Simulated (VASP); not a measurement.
# GdN (Fm-3m) in VASP: settings compared, part 2 of 2

VASP 6.6.1. The steps go on from the part before.

**3. Single point, r2SCAN+rVV10+U, collinear spin, ferrimagnetic start (volume scaled by 1.04)**

Input file POSCAR:

```
GdN
1.0
    0.0000000000      2.5181789290      2.5181789290
    2.5181789290      0.0000000000      2.5181789290
    2.5181789290      2.5181789290      0.0000000000
Gd N
1 1
Direct
    0.5000000000      0.5000000000      0.5000000000
    0.0000000000      0.0000000000      0.0000000000
```

Input file INCAR.step1:

```
  ALGO = Normal
  EDIFF = 1E-4
  ENCUT = 520
  GGA = PE
  ISMEAR = 0
  ISPIN = 2
  LASPH = T
  LCHARG = F
  LDAU = T
  LDAUJ = 0 0
  LDAUL = 3 -1
  LDAUTYPE = 2
  LDAUU = 4 0
  LMAXMIX = 6
  LREAL = F
  LWAVE = T
  MAGMOM = 7.67 -0.18
  NBANDS = 22
  NELM = 150
  PREC = Accurate
  SIGMA = 0.05
```

Input file INCAR.step2:

```
  ALGO = Normal
  BPARAM = 11.95
  CPARAM = 0.0093
  EDIFF = 1E-6
  ENCUT = 520
  ISIF = 2
  ISMEAR = 0
  ISPIN = 2
  ISTART = 1
  IVDW_NL = 2
  LASPH = T
  LCHARG = F
  LDAU = T
  LDAUJ = 0 0
  LDAUL = 3 -1
  LDAUPRINT = 1
  LDAUTYPE = 2
  LDAUU = 4 0
  LMAXMIX = 6
  LMIXTAU = T
  LORBIT = 11
  LREAL = F
  LUSE_VDW = T
  LWAVE = F
  MAGMOM = 7.67 -0.18
  METAGGA = R2SCAN
  NBANDS = 22
  NELM = 150
  PREC = Accurate
  SIGMA = 0.05
```

Input file KPOINTS:

```
k-points
0
Gamma
  8 8 8
```

Potentials or basis: VASP PAW PBE potentials, release 64 (Gd, N).

Run with:

```
> cat potpaw_PBE.64/Gd/POTCAR potpaw_PBE.64/N/POTCAR > POTCAR
> cp INCAR.step1 INCAR
> mpirun -np 1 vasp_std > vasp.out
> cp INCAR.step2 INCAR
> mpirun -np 1 vasp_std > vasp.out
```

OUTCAR:

```text
BPARAM = 11.95
   EDIFF = 1E-6
   ENCUT = 520
   ISIF = 2
   ISMEAR = 0
   ISPIN = 2
   ISTART = 1
   IVDW_NL = 2
   LASPH = T
   LORBIT = 11
   LREAL = F
   METAGGA = R2SCAN
   NELM = 150
   PREC = Accurate

 ion  position               nearest neighbor table
   1  0.500  0.500  0.500-   2 2.52   2 2.52   2 2.52   2 2.52   2 2.52   2 2.52
   2  0.000  0.000  0.000-   1 2.52   1 2.52   1 2.52   1 2.52   1 2.52   1 2.52

  LATTYP: Found a face centered cubic cell.
 ALAT       =     5.0363578580

[... 1466 lines left out ...]

 VOLUME and BASIS-vectors are now :
 -----------------------------------------------------------------------------
  energy-cutoff  :      520.00
  volume of cell :       31.94
      direct lattice vectors                 reciprocal lattice vectors
     0.000000000  2.518178929  2.518178929    -0.198556184  0.198556184  0.198556184
     2.518178929  0.000000000  2.518178929     0.198556184 -0.198556184  0.198556184
     2.518178929  2.518178929  0.000000000     0.198556184  0.198556184 -0.198556184

 POSITION                                       TOTAL-FORCE (eV/Angst)
 -----------------------------------------------------------------------------------
      2.51818      2.51818      2.51818        -0.000000      0.000000      0.000000
      0.00000      0.00000      0.00000         0.000000     -0.000000     -0.000000
 -----------------------------------------------------------------------------------
    total drift:                                0.000000      0.000000      0.000000

  FREE ENERGIE OF THE ION-ELECTRON SYSTEM (eV)
  ---------------------------------------------------
  free  energy   TOTEN  =       -53.0339021402 eV

  energy  without entropy=      -53.0339020352  energy(sigma->0) =      -53.03390209

 total charge

# of ion       s       p       d       f       tot
--------------------------------------------------
    1        2.037   5.688   0.500   6.973  15.198
    2        1.251   2.401   0.000   0.000   3.652
--------------------------------------------------
tot          3.288   8.089   0.500   6.973  18.850

 magnetization (x)

# of ion       s       p       d       f       tot
--------------------------------------------------
    1       -0.011  -0.134   0.077   6.894   6.825
    2       -0.012  -0.125   0.000   0.000  -0.136
--------------------------------------------------
tot         -0.023  -0.258   0.077   6.894   6.689
```

OUTCAR.step1:

```text
EDIFF = 1E-4
   ENCUT = 520
   GGA = PE
   ISMEAR = 0
   ISPIN = 2
[... 1446 lines left out ...]
 -----------------------------------------------------------------------------------
      2.51818      2.51818      2.51818        -0.000000     -0.000000      0.000000
      0.00000      0.00000      0.00000         0.000000      0.000000     -0.000000
 -----------------------------------------------------------------------------------
    total drift:                                0.000000      0.000000      0.000000

  FREE ENERGIE OF THE ION-ELECTRON SYSTEM (eV)
  ---------------------------------------------------
  free  energy   TOTEN  =       -22.9143040597 eV

  energy  without entropy=      -22.9142261860  energy(sigma->0) =      -22.91426512
```

OSZICAR.step1:

```text
N       E                     dE             d eps       ncg     rms          rms(c)
DAV:   1     0.123818099303E+03    0.12382E+03   -0.79043E+03  3638   0.509E+03
DAV:   2    -0.340545424868E+01   -0.12722E+03   -0.11033E+03  3542   0.460E+02
DAV:   3    -0.193371510241E+02   -0.15932E+02   -0.15658E+02  4000   0.110E+02
DAV:   4    -0.215820304326E+02   -0.22449E+01   -0.22293E+01  4838   0.281E+01
DAV:   5    -0.216523458515E+02   -0.70315E-01   -0.70250E-01  3878   0.647E+00    0.390E+01
DAV:   6    -0.236421104818E+02   -0.19898E+01   -0.29799E+01  3964   0.175E+02    0.103E+02
DAV:   7    -0.233187767852E+02    0.32333E+00   -0.28205E+00  4064   0.206E+01    0.813E+01
DAV:   8    -0.230338921775E+02    0.28488E+00   -0.29413E-01  4710   0.122E+01    0.565E+01
DAV:   9    -0.229065817377E+02    0.12731E+00   -0.45752E-01  4168   0.182E+01    0.192E+01
DAV:  10    -0.229103103135E+02   -0.37286E-02   -0.20345E-01  4274   0.112E+01    0.902E+00
DAV:  11    -0.229144297482E+02   -0.41194E-02   -0.28742E-02  3760   0.130E+00    0.652E+00
DAV:  12    -0.229142464010E+02    0.18335E-03   -0.38619E-03  4242   0.158E+00    0.177E+00
DAV:  13    -0.229143040597E+02   -0.57659E-04   -0.95332E-04  4538   0.607E-01
   1 F= -.22914304E+02 E0= -.22914265E+02  d E =-.778737E-04  mag=     6.9988
```

Run time: 2.7 min. Hardware: 1 thread of Intel Xeon Platinum 8375C at 2.90GHz (Ice Lake), shared host; peak memory 0.3 GiB.

Results:

```yaml
Free_energy: -53.0339 eV
Pressure: -5.7 GPa
Band_gap_on_the_k_mesh: zero (filled and empty bands overlap)
Net_moment: 7.00 μB per cell
Site_moments: Gd +6.83; N -0.14 μB
Valence_electrons_inside_the_program's_atomic_spheres: Gd 15.20; N 3.65
```

Levels at points of the mesh, in eV from the Fermi level:
Spin up:
| k point | band 11 | band 12 | band 13 | band 14 | band 15 | band 16 | band 17 | band 18 | band 19 | band 20 |
| --- | --- | --- | --- | --- | --- | --- | --- | --- | --- | --- |
| (0.00, 0.00, 0.00) | -5.72 | -5.72 | 0.14 | 0.14 | 0.14 | 2.74 | 2.74 | 2.74 | 3.53 | 4.81 |
| (0.50, 0.00, 0.00) | -5.71 | -5.70 | -4.29 | -2.49 | -2.49 | 5.43 | 6.04 | 6.04 | 6.85 | 10.12 |
| (0.50, 0.50, 0.00) | -5.77 | -5.75 | -1.52 | -0.31 | -0.31 | -0.14 | 6.59 | 6.67 | 7.61 | 7.61 |
Spin down:
```csv
k point,band 6,band 7,band 8,band 9,band 10,band 11
"(0.00, 0.00, 0.00)",-0.57,-0.57,-0.57,3.69,3.69,3.69
"(0.50, 0.00, 0.00)",-4.00,-2.43,-2.43,4.66,5.02,5.02
"(0.50, 0.50, 0.00)",-1.19,-0.65,-0.65,0.61,5.12,5.13
```

Eigenvalues of the final occupation matrices:
| site | spin | trace | eigenvalues |
| --- | --- | --- | --- |
| site 1 f | 1 | 6.94 | 0.99 0.99 0.99 0.99 0.99 0.99 0.99 |
| site 1 f | 2 | 0.04 | 0.00 0.00 0.00 0.00 0.01 0.01 0.01 |

Caveat: the PAW data sets were made with another functional, which shifts forces and pressure a little; spin-orbit coupling is left out, which moves the levels of the heavy elements; a cell with one magnetic atom can't hold antiferromagnetic order, which such compounds often take.

**4. Single point, r2SCAN+D4+U, collinear spin, ferrimagnetic start (volume scaled by 1.04)**

Input file POSCAR:

```
GdN
1.0
    0.0000000000      2.5187706554      2.5187706554
    2.5187706554      0.0000000000      2.5187706554
    2.5187706554      2.5187706554      0.0000000000
Gd N
1 1
Direct
    0.5000000000      0.5000000000      0.5000000000
    0.0000000000      0.0000000000      0.0000000000
```

Input file INCAR.step1:

```
SYSTEM = GdN
PREC = Accurate
ENCUT = 520
ISMEAR = 0
SIGMA = 0.05
LREAL = .FALSE.
LASPH = .TRUE.
NELM = 150
ISPIN = 2
MAGMOM = 7.67 -0.18
LMAXMIX = 6
LDAU = .TRUE.
LDAUTYPE = 2
LDAUL = 3 -1
LDAUU = 4 0
LDAUJ = 0 0
NBANDS = 22
GGA = PE
ALGO = Normal
EDIFF = 1E-4
LWAVE = .TRUE.
LCHARG = .FALSE.
```

Input file INCAR.step2:

```
SYSTEM = GdN
PREC = Accurate
ENCUT = 520
EDIFF = 1E-6
ISMEAR = 0
SIGMA = 0.05
LREAL = .FALSE.
LASPH = .TRUE.
NELM = 150
ALGO = Normal
ISIF = 2
LWAVE = .FALSE.
LCHARG = .FALSE.
ISPIN = 2
MAGMOM = 7.67 -0.18
LORBIT = 11
LMAXMIX = 6
LDAU = .TRUE.
LDAUTYPE = 2
LDAUL = 3 -1
LDAUU = 4 0
LDAUJ = 0 0
LDAUPRINT = 1
METAGGA = R2SCAN
LMIXTAU = .TRUE.
IVDW = 13
VDW_S6 = 1.0
VDW_S8 = 0.6018749
VDW_A1 = 0.51559235
VDW_A2 = 5.77342911
NBANDS = 22
ISTART = 1
```

Input file KPOINTS:

```
Automatic mesh
0
G
  8 8 8
  0 0 0
```

Potentials or basis: VASP PAW PBE potentials, release 64 (Gd, N).

Run with:

```
> cat potpaw_PBE.64/Gd/POTCAR potpaw_PBE.64/N/POTCAR > POTCAR
> cp INCAR.step1 INCAR
> mpirun -np 1 vasp_std > vasp.out
> cp INCAR.step2 INCAR
> mpirun -np 1 vasp_std > vasp.out
```

OUTCAR:

```text
SYSTEM = GdN
   PREC = Accurate
   ENCUT = 520
   EDIFF = 1E-6
   ISMEAR = 0
   LREAL = .FALSE.
   LASPH = .TRUE.
   NELM = 150
   ISIF = 2
   ISPIN = 2
   LORBIT = 11
   METAGGA = R2SCAN
   IVDW = 13
   ISTART = 1

 ion  position               nearest neighbor table
   1  0.500  0.500  0.500-   2 2.52   2 2.52   2 2.52   2 2.52   2 2.52   2 2.52
   2  0.000  0.000  0.000-   1 2.52   1 2.52   1 2.52   1 2.52   1 2.52   1 2.52

  LATTYP: Found a face centered cubic cell.
[... 1469 lines left out ...]
  external pressure =      -57.67 kB  Pullay stress =        0.00 kB

 VOLUME and BASIS-vectors are now :
 -----------------------------------------------------------------------------
  energy-cutoff  :      520.00
  volume of cell :       31.96
      direct lattice vectors                 reciprocal lattice vectors
     0.000000000  2.518770655  2.518770655    -0.198509538  0.198509538  0.198509538
     2.518770655  0.000000000  2.518770655     0.198509538 -0.198509538  0.198509538
     2.518770655  2.518770655  0.000000000     0.198509538  0.198509538 -0.198509538

 POSITION                                       TOTAL-FORCE (eV/Angst)
 -----------------------------------------------------------------------------------
      2.51877      2.51877      2.51877         0.000000     -0.000000     -0.000000
      0.00000      0.00000      0.00000        -0.000000      0.000000      0.000000
 -----------------------------------------------------------------------------------
    total drift:                                0.000000      0.000000      0.000000

  FREE ENERGIE OF THE ION-ELECTRON SYSTEM (eV)
  ---------------------------------------------------
  free  energy   TOTEN  =       -53.8337533253 eV

  energy  without entropy=      -53.8337528290  energy(sigma->0) =      -53.83375308

 total charge

# of ion       s       p       d       f       tot
--------------------------------------------------
    1        2.037   5.690   0.500   6.973  15.200
    2        1.251   2.405   0.000   0.000   3.656
--------------------------------------------------
tot          3.288   8.095   0.500   6.973  18.856

 magnetization (x)

# of ion       s       p       d       f       tot
--------------------------------------------------
    1       -0.011  -0.134   0.077   6.894   6.825
    2       -0.012  -0.124   0.000   0.000  -0.136
--------------------------------------------------
tot         -0.023  -0.258   0.077   6.894   6.690
```

OSZICAR.step1:

```text
N       E                     dE             d eps       ncg     rms          rms(c)
DAV:   1     0.123910984291E+03    0.12391E+03   -0.79022E+03  3636   0.508E+03
DAV:   2    -0.332622894438E+01   -0.12724E+03   -0.11028E+03  3534   0.461E+02
DAV:   3    -0.193320498922E+02   -0.16006E+02   -0.15727E+02  3992   0.110E+02
DAV:   4    -0.215793871792E+02   -0.22473E+01   -0.22317E+01  4830   0.281E+01
DAV:   5    -0.216505767296E+02   -0.71190E-01   -0.71129E-01  3870   0.653E+00    0.390E+01
DAV:   6    -0.236408576087E+02   -0.19903E+01   -0.29758E+01  3958   0.175E+02    0.103E+02
DAV:   7    -0.233207701748E+02    0.32009E+00   -0.28223E+00  4072   0.206E+01    0.814E+01
DAV:   8    -0.230354381785E+02    0.28533E+00   -0.28698E-01  4742   0.121E+01    0.566E+01
DAV:   9    -0.229058561291E+02    0.12958E+00   -0.45867E-01  4162   0.182E+01    0.193E+01
DAV:  10    -0.229098233012E+02   -0.39672E-02   -0.20648E-01  4260   0.112E+01    0.911E+00
DAV:  11    -0.229140503740E+02   -0.42271E-02   -0.29543E-02  3846   0.132E+00    0.651E+00
DAV:  12    -0.229138072685E+02    0.24311E-03   -0.37357E-03  4260   0.158E+00    0.177E+00
DAV:  13    -0.229138640490E+02   -0.56780E-04   -0.96712E-04  4522   0.596E-01
   1 F= -.22913864E+02 E0= -.22913826E+02  d E =-.751760E-04  mag=     6.9988
```

It took 2.3 min on 1 thread of Intel Xeon Platinum 8375C at 2.90GHz (Ice Lake), shared host; peak memory 0.21 GiB.

Results:

```
Free energy                                           : -53.8338 eV
Pressure                                              : -5.8 GPa
Band gap on the k mesh                                : zero (filled and empty bands overlap)
Net moment                                            : 7.00 μB per cell
Site moments                                          : Gd +6.83; N -0.14 μB
Valence electrons inside the program's atomic spheres : Gd 15.20; N 3.66
Dispersion energy per atom                            : -0.118 eV
```

Eigenvalues of the final occupation matrices:
| site | spin | trace | eigenvalues |
| --- | --- | --- | --- |
| site 1 f | 1 | 6.94 | 0.99 0.99 0.99 0.99 0.99 0.99 0.99 |
| site 1 f | 2 | 0.04 | 0.00 0.00 0.00 0.00 0.01 0.01 0.01 |

Caveat: the PAW data sets were made with another functional, which shifts forces and pressure a little; spin-orbit coupling is left out, which moves the levels of the heavy elements; a cell with one magnetic atom can't hold antiferromagnetic order, which such compounds often take; pairwise dispersion overbinds metals, which lowers pressure and volume. The state reached can hang on the start; a lower one may exist.

**5. Summary**

| level | cell | gap on the mesh (eV) | pressure (GPa) | moment (μB) |
| --- | --- | --- | --- | --- |
| r2SCAN+U | a = 3.549 Å, angles 60.0°, 2 atoms | none | -2.9 | 7.00 |
| r2SCAN+rVV10+U | a = 3.561 Å, angles 60.0°, 2 atoms | none | -5.7 | 7.00 |
| r2SCAN+D4+U | a = 3.562 Å, angles 60.0°, 2 atoms | none | -5.8 | 7.00 |

Alike in all rows: task single point; potentials or basis VASP PAW PBE potentials, release 64 (Gd, N); spin collinear, ferrimagnetic start; Gd f U = 4.0 eV; k mesh 8 × 8 × 8; cutoff (eV) 520; smearing gaussian 0.05 eV.

Caveats: the PAW data sets were made with another functional, which shifts forces and pressure a little; spin-orbit coupling is left out, which moves the levels of the heavy elements; a cell with one magnetic atom can't hold antiferromagnetic order, which such compounds often take; pairwise dispersion overbinds metals, which lowers pressure and volume (some runs).

Absolute energies hang on the potentials; compare differences alone.
